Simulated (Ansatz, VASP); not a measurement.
**H2CS3: VASP beside Ansatz**

```
S H C
1.0
     9.15771    0.00000    0.00000
     0.00000    9.15771    0.00000
     0.00000    0.00000    9.15771
S H C
18 12 6
Direct
  0.28104 0.36730 0.62078
  0.07328 0.10146 0.43821
  0.87412 0.48691 0.18560
  0.92835 0.31531 0.79050
  0.54111 0.29923 0.91249
  0.41462 0.91222 0.66485
  0.52547 0.75431 0.05989
  0.76279 0.71839 0.81806
  0.70662 0.19996 0.48459
  0.45318 0.10050 0.27805
  0.23775 0.73708 0.30502
  0.29002 0.42318 0.18139
  0.76566 0.82376 0.39360
  0.57738 0.55365 0.48246
  0.89449 0.00658 0.06642
  0.21461 0.06895 0.96665
  0.18793 0.66813 0.91281
  0.05553 0.72535 0.60341
  0.23498 0.42119 0.49089
  0.34476 0.25186 0.55404
  0.02518 0.02093 0.32305
  0.08561 0.22216 0.35382
  0.92542 0.61582 0.13326
  0.92437 0.41371 0.06650
  0.98487 0.44033 0.73482
  0.80422 0.38291 0.83699
  0.48682 0.43556 0.89504
  0.55582 0.28149 0.76581
  0.31527 0.98853 0.58575
  0.52725 0.99299 0.61205
  0.64284 0.73599 0.93787
  0.58024 0.15139 0.37993
  0.26325 0.58004 0.24355
  0.67174 0.68761 0.43709
  0.05546 0.03766 0.01764
  0.12204 0.69782 0.75851
```

Alike in both runs: functional PBE; dispersion D3(BJ); k mesh 1 × 1 × 1; occupations fermi-dirac, width 0.05 eV; no spin polarisation.

Ansatz relaxed the structure, and its values are those at the end. VASP's run is a single point on that final structure, the one shown.

|  | VASP | Ansatz |
| --- | --- | --- |
| version | VASP 6.6.1 | Ansatz 0.2.0 |
| potentials or method | VASP PAW PBE potentials, release 64 (S, H, C), cutoff 520 eV | scalar-relativistic, plane waves, PAW |
| valence electrons in the cell | 144 | 144 |

```tsv
	VASP	Ansatz	Ansatz less VASP
rms of the force components (eV/Å)	0.139	0.062	-0.0769
```
